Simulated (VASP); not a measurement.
A run of VASP 6.6.1:

POSCAR

```
TiAl
1.0
    3.2736551564      0.0000000000      0.0000000000
    0.0000000000      3.2736551564      0.0000000000
    0.0000000000      0.0000000000      3.2736551564
Ti Al
1 1
Direct
    0.5000000000      0.5000000000      0.5000000000
    0.0000000000      0.0000000000      0.0000000000
```

File INCAR.step1:

```
  PREC = Accurate
  ENCUT = 520
  ISMEAR = 0
  SIGMA = 0.1
  LREAL = False
  LASPH = True
  NELM = 60
  NBANDS = 14
  GGA = PE
  ALGO = Normal
  EDIFF = 1E-4
  LWAVE = True
  LCHARG = False
```

Contents of INCAR.step2:

```
  PREC = Accurate
  ENCUT = 520
  EDIFF = 1E-6
  ISMEAR = 0
  SIGMA = 0.1
  LREAL = False
  LASPH = True
  NELM = 60
  ALGO = Normal
  ISIF = 2
  LWAVE = False
  LCHARG = True
  METAGGA = R2SCAN
  LMIXTAU = True
  LELF = True
  LVHAR = True
  NBANDS = 14
  ISTART = 1
```

The input KPOINTS:

```
regular mesh
0
Gamma
  14 14 14
```

Potentials or basis: VASP PAW PBE potentials, release 64 (Ti_sv, Al).

Run with:

```sh
$ cat potpaw_PBE.64/Ti_sv/POTCAR potpaw_PBE.64/Al/POTCAR > POTCAR
$ cp INCAR.step1 INCAR
$ mpirun -np 1 vasp_std > vasp.out
$ cp INCAR.step2 INCAR
$ mpirun -np 1 vasp_std > vasp.out
```

Hardware: 1 thread of Intel(R) Xeon(R) 6975P-C (Granite Rapids), with other jobs on the host.

Q: How long does it take, and how much memory?

A: Run time: 54 s on 1 thread of Intel(R) Xeon(R) 6975P-C (Granite Rapids) (shared host), peak memory 0.19 GiB. Counts: k points 120.
